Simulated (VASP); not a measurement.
# MnO in VASP: notebook

Aim: see how the results for MnO move with the level of theory and the settings. Levels: PBE, r2SCAN. Tasks: single point.

All numbers are computed with VASP 6.6.1; they aren't measurements. Logs are shortened: lines on timing, memory, paths and dates and some standing lists are left out, and cuts for length are marked.

**1. The cell of the first run**

It takes space group I4/mmm (No. 139, tetragonal). Conventional cell: a = 3.208 Å, b = 3.208 Å, c = 4.448 Å, α = 90.00°, β = 90.00°, γ = 90.00°. Within 2.9 Å of Mn (site symmetry 4/mmm) lie 6 O at 2.22 to 2.27 Å. Within 2.9 Å of O (site symmetry 4/mmm) lie 6 Mn at 2.22 to 2.27 Å.

**2. Single point, PBE, collinear spin, ferromagnetic start**

INCAR reads:

```
PREC = Accurate
ENCUT = 520
EDIFF = 1E-6
ISMEAR = -1
SIGMA = 0.05
LREAL = False
LASPH = True
NELM = 150
ALGO = Normal
ISIF = 2
LWAVE = False
LCHARG = False
ISPIN = 2
MAGMOM = 4 0
LORBIT = 11
LMAXMIX = 4
GGA = PE
NBANDS = 20
```

KPOINTS reads:

```
regular mesh
0
Gamma
  9 9 9
```

POSCAR reads:

```
MnO
1.0
    0.0000000000      2.2683858569      2.2239077028
    2.2683858569      0.0000000000      2.2239077028
    2.2683858569      2.2683858569      0.0000000000
Mn O
1 1
Direct
    0.0000000000      0.0000000000      0.0000000000
    0.5000000000      0.5000000000      0.5000000000
```

Potentials or basis: VASP PAW PBE potentials, release 64 (Mn_pv, O).

The run is started by

```console
cat potpaw_PBE.64/Mn_pv/POTCAR potpaw_PBE.64/O/POTCAR > POTCAR
mpirun -np 1 vasp_std > vasp.out
```

OUTCAR:

```text
PREC = Accurate
   ENCUT = 520
   EDIFF = 1E-6
   ISMEAR = -1
   LREAL = False
   LASPH = True
   NELM = 150
   ISIF = 2
   ISPIN = 2
   LORBIT = 11
   GGA = PE

 ion  position               nearest neighbor table
   1  0.000  0.000  0.000-   2 2.22   2 2.22   2 2.27   2 2.27   2 2.27   2 2.27
   2  0.500  0.500  0.500-   1 2.22   1 2.22   1 2.27   1 2.27   1 2.27   1 2.27

  LATTYP: Found a body centered tetragonal cell.
 ALAT       =     3.2079820435
 C/A-ratio  =     1.3864838847

  Lattice vectors:

 A1 = (   0.0000000000,  -2.2683858569,  -2.2239077028)
 A2 = (   0.0000000000,   2.2683858569,  -2.2239077028)
 A3 = (   2.2683858569,   0.0000000000,   2.2239077028)

Analysis of symmetry for initial positions (statically):
=====================================================================
 Subroutine PRICEL returns:
 Original cell was already a primitive cell.

 Routine SETGRP: Setting up the symmetry group for a
 body centered tetragonal supercell.

 Subroutine GETGRP returns: Found 16 space group operations
 (whereof 16 operations were pure point group operations)
 out of a pool of 16 trial point group operations.

The static configuration has the point symmetry D_4h.

Analysis of symmetry for dynamics (positions and initial velocities):
=====================================================================
 Subroutine PRICEL returns:
 Original cell was already a primitive cell.

 Routine SETGRP: Setting up the symmetry group for a
 body centered tetragonal supercell.

 Subroutine GETGRP returns: Found 16 space group operations
 (whereof 16 operations were pure point group operations)
 out of a pool of 16 trial point group operations.

The dynamic configuration has the point symmetry D_4h.

Analysis of structural, dynamic, and magnetic symmetry:
=====================================================================
 Subroutine PRICEL returns:
 Original cell was already a primitive cell.

 Routine SETGRP: Setting up the symmetry group for a
 body centered tetragonal supercell.

 Subroutine GETGRP returns: Found 16 space group operations
 (whereof 16 operations were pure point group operations)
 out of a pool of 16 trial point group operations.

The overall configuration has the point symmetry D_4h.

 Subroutine INISYM returns: Found 16 space group operations
 (whereof 16 operations are pure point group operations),
 and found     1 'primitive' translations

----------------------------------------------------------------------------------------

                                     Primitive cell

  volume of cell :      22.8866

  direct lattice vectors                    reciprocal lattice vectors
     0.000000000  2.268385857  2.223907703    -0.220421053  0.220421053  0.224829474
     2.268385857  0.000000000  2.223907703     0.220421053 -0.220421053  0.224829474
     2.268385857  2.268385857  0.000000000     0.220421053  0.220421053 -0.224829474

  length of vectors
     3.176686932  3.176686932  3.207982044     0.384342522  0.384342522  0.384342522

  position of ions in fractional coordinates (direct lattice)
     0.000000000  0.000000000  0.000000000
     0.500000000  0.500000000  0.500000000

  ion indices of the primitive-cell ions
   primitive index   ion index
                 1           1
                 2           2

----------------------------------------------------------------------------------------

 KPOINTS: regular mesh

Automatic generation of k-mesh.
 Grid dimensions read from file:
 generate k-points for:    9    9    9

 Generating k-lattice:

  Cartesian coordinates                     Fractional coordinates (reciprocal lattice)
    -0.024491228  0.024491228  0.024981053     0.111111111 -0.000000000  0.000000000
     0.024491228 -0.024491228  0.024981053    -0.000000000  0.111111111  0.000000000
     0.024491228  0.024491228 -0.024981053     0.000000000  0.000000000  0.111111111

  Length of vectors
     0.042704725  0.042704725  0.042704725

  Shift w.r.t. Gamma in fractional coordinates (k-lattice)
     0.000000000  0.000000000  0.000000000

 Subroutine IBZKPT returns following result:
 ===========================================

 Found     75 irreducible k-points:

 Following reciprocal coordinates:
            Coordinates               Weight
  0.000000  0.000000  0.000000      1.000000
  0.111111 -0.000000  0.000000      8.000000
  0.222222 -0.000000  0.000000      8.000000
  0.333333 -0.000000  0.000000      8.000000
  0.444444 -0.000000  0.000000      8.000000
  0.111111  0.111111  0.000000      2.000000
[... 16 lines left out ...]
 -0.333333  0.333333  0.000000      4.000000
  0.444444  0.444444  0.000000      2.000000
 [... further k-points ...]
   k-points           NKPTS =     75   k-points in BZ     NKDIM =     75   number of bands    NBANDS=     20
   number of dos      NEDOS =    301   number of ions     NIONS =      2
   total plane-waves  NPLWV =  13824
   dimension x,y,z NGX =    24 NGY =   24 NGZ =   24
   dimension x,y,z NGXF=    48 NGYF=   48 NGZF=   48
   ions per type =               1   1
   NGX,Y,Z   is equivalent  to a cutoff of  12.56, 12.56, 12.44 a.u.
   NGXF,Y,Z  is equivalent  to a cutoff of  25.12, 25.12, 24.87 a.u.
 SYSTEM =  unknown system
   PREC   = accura    normal or accurate (medium, high low for compatibility)
   ISTART =      0    job   : 0-new  1-cont  2-samecut
   ICHARG =      2    charge: 1-file 2-atom 10-const
   ISPIN  =      2    spin polarized calculation?
   LNONCOLLINEAR =      F non collinear calculations
   LSORBIT =      F    spin-orbit coupling
   LASPH  =      T    aspherical Exc in radial PAW
   ENCUT  =  520.0 eV  38.22 Ry    6.18 a.u.   5.91  5.91  5.96*2*pi/ulx,y,z
   NELM   =    150;   NELMIN=  2; NELMDL= -5     # of ELM steps
   EDIFF  = 0.1E-05   stopping-criterion for ELM
   LREAL  =      F    real-space projection
   EDIFFG = 0.1E-04   stopping-criterion for IOM
   NSW    =      0    number of steps for IOM
   IBRION =     -1    ionic relax: 0-MD 1-quasi-New 2-CG
   NFREE  =      0    steps in history (QN), initial steepest desc. (CG)
   ISIF   =      2    stress and relaxation
   ISYM   =      2    0-nonsym 1-usesym 2-fastsym
   POTIM  = 0.5000    time-step for ionic-motion
   TEBEG  =    0.0;   TEEND  =   0.0 temperature during run
   PSTRESS=    0.0 pullay stress
   NELECT =      19.0000    total number of electrons
   NUPDOWN=      -1.0000    fix difference up-down
   EMIN   =  10.00;   EMAX   =-10.00  energy-range for DOS
   EFERMI =   0.00;   METHOD = LEGACY
   ISMEAR =    -1;   SIGMA  =   0.05  broadening in eV -4-tet -1-fermi 0-gaus
   EFERMI_NEDOS =   21; number of points for ismear=-14 and -15
   IALGO  =     38    algorithm
   IMIX   =      4    mixing-type and parameters
     AMIX     =   0.40;   BMIX     =  1.00
     AMIX_MAG =   1.60;   BMIX_MAG =  1.00
  volume/ion in A,a.u.               =      11.44        77.22
  Fermi-wavevector in a.u.,A,eV,Ry     =   1.538624  2.907578 32.209939  2.367364
  Thomas-Fermi vector in A             =   2.644966
   LORBIT       =     11    0 simple, 1 ext, 2 COOP (PROOUT), +10 PAW based schemes
   GGA     = PE    functional components
   LHFCALC =     F    Hartree Fock is set to
   AEXX    =    0.0000 exact exchange contribution
   IVDW    =     0    specifies the selected vdW correction
   LEPSILON=     F    determine dielectric tensor
   LRPA    =     F    only Hartree local field effects (RPA)
 spin polarized calculation
  energy-cutoff  :      520.00
  volume of cell :       22.89
 maximum number of plane-waves:       626
   NGX = 11   NGY = 11   NGZ = 11

 number of electron      18.9999995 magnetization       4.8419867

 Free energy of the ion-electron system (eV)
  ---------------------------------------------------
  ext. energy  EPLUGINS =         0.00000000
  ---------------------------------------------------
  free energy    TOTEN  =       -16.39608576 eV

  energy without entropy =      -16.39055339  energy(sigma->0) =      -16.39331957

 E-fermi :   7.0226     XC(G=0): -11.6307

 val. band max:        6.9954778214   @ k =   0.4444  -0.0000   0.0000
 cond. band min:       7.0240384097   @ k =  -0.1111   0.4444   0.3333
 fundamental gap:      0.0285605883
 Fermi energy:         7.0225823447

 spin component 1

 k-point     1 :       0.0000    0.0000    0.0000
  band No.  band energies     occupation
      1     -43.3566      1.00000
      2     -43.3566      1.00000
      3     -43.3553      1.00000
      4     -12.8809      1.00000
      5       3.4588      1.00000
      6       3.4999      1.00000
[... 12 lines left out ...]
     19      25.8098      0.00000
     20      26.4994      0.00000

 k-point     2 :       0.1111   -0.0000    0.0000
  band No.  band energies     occupation
      1     -43.3624      1.00000
      2     -43.3576      1.00000
      3     -43.3564      1.00000
      4     -12.7848      1.00000
      5       2.4689      1.00000
      6       2.8455      1.00000
[... 12 lines left out ...]
     19      25.6532      0.00000
     20      27.5007      0.00000

 k-point     3 :       0.2222   -0.0000    0.0000
  band No.  band energies     occupation
      1     -43.3780      1.00000
      2     -43.3599      1.00000
      3     -43.3583      1.00000
      4     -12.5309      1.00000
      5       1.0487      1.00000
      6       2.0804      1.00000
[... 12 lines left out ...]
     19      25.8094      0.00000
     20      30.0048      0.00000

 k-point     4 :       0.3333   -0.0000    0.0000
  band No.  band energies     occupation
      1     -43.3958      1.00000
      2     -43.3626      1.00000
      3     -43.3603      1.00000
      4     -12.2212      1.00000
      5      -0.1300      1.00000
      6       1.5156      1.00000
[... 429 lines left out ...]
 k-point    23 :      -0.3333    0.3333    0.0000
  band No.  band energies     occupation
      1     -43.3914      1.00000
      2     -43.3902      1.00000
      3     -43.3704      1.00000
      4     -11.9375      1.00000
      5       0.3007      1.00000
      6       0.8322      1.00000
[... 12 lines left out ...]
     19      30.6960      0.00000
     20      32.0346      0.00000

 k-point    24 :       0.4444    0.4444    0.0000
  band No.  band energies     occupation
      1     -43.4025      1.00000
      2     -43.3769      1.00000
      3     -43.3769      1.00000
      4     -12.0052      1.00000
      5       0.3481      1.00000
      6       2.4353      1.00000
[... 12 lines left out ...]
     19      32.1445      0.00000
     20      34.5703      0.00000

 [... further k-points ...]

 spin component 2

 k-point     1 :       0.0000    0.0000    0.0000
  band No.  band energies     occupation
      1     -38.6415      1.00000
      2     -38.6234      1.00000
      3     -38.6234      1.00000
      4     -12.4452      1.00000
      5       3.8188      1.00000
      6       3.8927      1.00000
[... 12 lines left out ...]
     19      28.1776      0.00000
     20      28.8476      0.00000

 k-point     2 :       0.1111   -0.0000    0.0000
  band No.  band energies     occupation
      1     -38.6456      1.00000
      2     -38.6281      1.00000
      3     -38.6245      1.00000
      4     -12.3521      1.00000
      5       3.1560      1.00000
      6       3.6280      1.00000
[... 12 lines left out ...]
     19      27.5841      0.00000
     20      29.4932      0.00000

 k-point     3 :       0.2222   -0.0000    0.0000
  band No.  band energies     occupation
      1     -38.6614      1.00000
      2     -38.6347      1.00000
      3     -38.6273      1.00000
      4     -12.1069      1.00000
      5       1.8740      1.00000
      6       3.1613      1.00000
[... 12 lines left out ...]
     19      27.3648      0.00000
     20      31.5756      0.00000

 k-point     4 :       0.3333   -0.0000    0.0000
  band No.  band energies     occupation
      1     -38.6828      1.00000
      2     -38.6385      1.00000
      3     -38.6305      1.00000
      4     -11.8093      1.00000
      5       0.7496      1.00000
      6       2.7266      1.00000
[... 429 lines left out ...]
 k-point    23 :      -0.3333    0.3333    0.0000
  band No.  band energies     occupation
      1     -38.6854      1.00000
      2     -38.6678      1.00000
      3     -38.6403      1.00000
      4     -11.5280      1.00000
      5       1.1908      1.00000
      6       1.5349      1.00000
[... 12 lines left out ...]
     19      31.9004      0.00000
     20      33.1574      0.00000

 k-point    24 :       0.4444    0.4444    0.0000
  band No.  band energies     occupation
      1     -38.7010      1.00000
      2     -38.6488      1.00000
      3     -38.6488      1.00000
      4     -11.5862      1.00000
      5       0.9233      1.00000
      6       2.9140      1.00000
[... 12 lines left out ...]
     19      33.1328      0.00000
     20      34.8944      0.00000

 [... further k-points ...]

------------------------ aborting loop because EDIFF is reached ----------------------------------------

  FORCE on cell =-STRESS in cart. coord.  units (eV):
  Direction    XX          YY          ZZ          XY          YZ          ZX
  --------------------------------------------------------------------------------------
  -------------------------------------------------------------------------------------
  Total       -0.6369407     -0.6369407     -0.6966257      0.0000000      0.0000000      0.0000000
  in kB      -44.5891239    -44.5891239    -48.7673851      0.0000000      0.0000000      0.0000000
  external PRESSURE =     -45.9818776 kB  Pullay stress =       0.0000000 kB

 VOLUME and BASIS-vectors are now :
 -----------------------------------------------------------------------------
  energy-cutoff  :      520.00
  volume of cell :       22.89
      direct lattice vectors                 reciprocal lattice vectors
     0.000000000  2.268385857  2.223907703    -0.220421053  0.220421053  0.224829474
     2.268385857  0.000000000  2.223907703     0.220421053 -0.220421053  0.224829474
     2.268385857  2.268385857  0.000000000     0.220421053  0.220421053 -0.224829474

 POSITION                                       TOTAL-FORCE (eV/Angst)
 -----------------------------------------------------------------------------------
      0.00000      0.00000      0.00000        -0.000000     -0.000000      0.000000
      2.26839      2.26839      2.22391         0.000000      0.000000     -0.000000
 -----------------------------------------------------------------------------------
    total drift:                                0.000000     -0.000000     -0.000000

  FREE ENERGIE OF THE ION-ELECTRON SYSTEM (eV)
  ---------------------------------------------------
  free  energy   TOTEN  =       -16.3960857584 eV

  energy  without entropy=      -16.3905533875  energy(sigma->0) =      -16.39331957

 total charge

# of ion       s       p       d       tot
------------------------------------------
    1        0.197   6.164   4.954  11.314
    2        1.560   3.400   0.000   4.960
--------------------------------------------------
tot          1.757   9.563   4.954  16.274

 magnetization (x)

# of ion       s       p       d       tot
------------------------------------------
    1        0.034   0.025   4.330   4.389
    2        0.029   0.174   0.000   0.202
--------------------------------------------------
tot          0.063   0.199   4.330   4.591
```

Wall time 28 s (1 thread of Intel Xeon 6975P-C (Granite Rapids), shared host); peak memory 0.18 GiB.

What came out:

* Free energy: -16.3961 eV
* Pressure: -4.6 GPa
* Net moment: 4.84 μB per cell
* Site moments: Mn +4.39; O +0.20 μB
* Valence electrons inside the program's atomic spheres: Mn 11.31; O 4.96

Stress tensor (GPa, compression positive):
```
-4.46  0.00  0.00
 0.00 -4.46  0.00
 0.00  0.00 -4.88
```

Levels at points of the mesh, in eV from the Fermi level:
Spin up:
| k point | band 9 | band 10 | band 11 | band 12 | band 13 | band 14 | band 15 | band 16 |
| --- | --- | --- | --- | --- | --- | --- | --- | --- |
| (0.00, 0.00, 0.00) | -3.19 | -3.11 | -2.70 | -2.65 | -0.65 | 13.88 | 16.03 | 16.03 |
Spin down:
```
           k point  band 4  band 5  band 6  band 7  band 8  band 9  band 10  band 11
(0.00, 0.00, 0.00)  -19.47   -3.20   -3.13   -3.13    0.64    0.83     0.83     0.93
```

Caveat: a cell with one magnetic atom can't hold antiferromagnetic order, which such compounds often take; semilocal functionals often make such compounds metallic where correlation or magnetic order opens a gap, which also shifts bond lengths. With open d or f shells a metallic result of PBE can be an artefact of self-interaction; +U or a hybrid may open a gap.

(Part 1 of 2 ends here.)
